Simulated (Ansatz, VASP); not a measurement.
## Two plane-wave programs on ZnO

```xyz
2
Lattice="0.0000 2.1338 2.1338 2.1338 0.0000 2.1338 2.1338 2.1338 0.0000" Properties=species:S:1:pos:R:3 pbc="T T T"
Zn    0.0000    0.0000    0.0000
O     2.1338    2.1338    2.1338
```

Alike in both runs: task single point; functional LDA; k mesh 10 × 10 × 10; no spin polarisation.

|  | VASP | Ansatz |
| --- | --- | --- |
| version | VASP 6.6.1 | Ansatz 0.2.0 |
| potentials or method | VASP PAW LDA potentials, release 64 (Zn, O_h) | plane waves, PAW |
| plane-wave cutoff (eV) | 910 | 420 |
| occupations | gaussian, width 0.01 eV | fixed |
| valence electrons in the cell | 18 | 18 |

|  | VASP | Ansatz | Ansatz less VASP |
| --- | --- | --- | --- |
| gap on the k mesh at the Fermi level (eV) | 0.92 | 0.92 | +0.001 |

LDA's correlation is that of Perdew and Zunger in VASP and of Perdew and Wang (1992) in Ansatz.

Noted on VASP's run: the cutoff is short for stress, so the pressure is rough.
